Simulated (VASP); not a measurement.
Write the native input for VASP 6.6.1 that does the following.

```yaml
Task: single point
Functional: PBE
Potentials_or_basis: VASP PAW PBE potentials, release 64 (Mn_pv, S)
Cutoff: 520 eV
k_mesh: 6 × 6 × 3
Occupations: gaussian, width 0.05 eV
Spin: collinear spin, ferrimagnetic start
Starting_moments: "[4.35, -0.89, 0.03, 0.01] μB"
Hubbard_terms: Mn d U = 5.0 eV
Dipole_correction: no
Further_INCAR_settings: ALGO = Normal; EDIFF = 1e-07; NBANDS = 31
```

The structure of MnS lies in POSCAR:

```
MnS
1.0
    3.9760016100      0.0000000000      0.0000000000
   -1.9880008000      3.4433184000      0.0000000000
    0.0000000000      0.0000000000      6.4320005000
Mn S
2 2
Direct
    0.3333333333      0.6666666667      0.0000000000
    0.6666666667      0.3333333333      0.5000000000
    0.3333333333      0.6666666667      0.3850000000
    0.6666666667      0.3333333333      0.8850000000
```

The input as run:

INCAR

```
PREC = Accurate ; ENCUT = 520
EDIFF = 1E-7 ; ISMEAR = 0
SIGMA = 0.05 ; LREAL = False
LASPH = True ; NELM = 150
ALGO = Normal ; ISIF = 2
LWAVE = False ; LCHARG = False
ISPIN = 2 ; MAGMOM = 4.35 -0.89 0.03 0.01
LORBIT = 11 ; LMAXMIX = 4
LDAU = True ; LDAUTYPE = 2
LDAUL = 2 -1 ; LDAUU = 5 0
LDAUJ = 0 0 ; LDAUPRINT = 1
GGA = PE ; NBANDS = 31
```

KPOINTS

```
Automatic mesh
0
Gamma
  6 6 3
```

Potentials or basis: VASP PAW PBE potentials, release 64 (Mn_pv, S).

Launch:

```console
$ cat potpaw_PBE.64/Mn_pv/POTCAR potpaw_PBE.64/S/POTCAR > POTCAR
$ mpirun -np 1 vasp_std > vasp.out
```

It gave:

* Pressure: 4.9 GPa
* Largest force: 0.330 eV/Å
* Band gap on the k mesh: 2.40 eV, direct
* Net moment: 0.00 μB per cell
* Site moments: Mn +4.57, -4.57; S -0.00, +0.00 μB
* Valence electrons inside the program's atomic spheres: Mn 11.36; S 3.81

It took 2.5 min on 1 thread of Oxide Virtual Turin-like Processor, with other jobs on the host, peak memory 0.23 GiB.
